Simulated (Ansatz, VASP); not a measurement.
**Two plane-wave programs on CdCo3B**

```xyz
5
Lattice="3.8876 0.0000 0.0000 0.0000 3.8876 0.0000 0.0000 0.0000 3.8876" Properties=species:S:1:pos:R:3 pbc="T T T"
Cd    0.0000    0.0000    0.0000
B     1.9438    1.9438    1.9438
Co    1.9438    1.9438    0.0000
Co    1.9438    0.0000    1.9438
Co    0.0000    1.9438    1.9438
```

Alike in both runs: task single point; functional PBE; k mesh 10 × 10 × 10; occupations gaussian, width 0.1 eV; collinear spin.

|  | VASP | Ansatz |
| --- | --- | --- |
| version | VASP 6.6.1 | Ansatz 0.2.0 |
| potentials or method | VASP PAW PBE potentials, release 64 (Cd, B, Co), cutoff 520 eV | scalar-relativistic, plane waves, PAW |
| valence electrons in the cell | 42 | 74 |

```tsv
	VASP	Ansatz	Ansatz less VASP
gap on the k mesh at the Fermi level (eV)	none	none	-
pressure (GPa)	0.4	0.0	-0.44
net moment per atom (μB)	0.42	0.42	+0.001
size of the moment on the site where the two differ most (μB)	0.77	0.75	-0.020
```

Site moments also hang on the region over which each program counts them. A gap of «none» marks a metal or a gap that the smearing closes. VASP's potentials hold 42 valence electrons a cell and Ansatz's 74, so a difference there can come from the potentials and not from the codes.
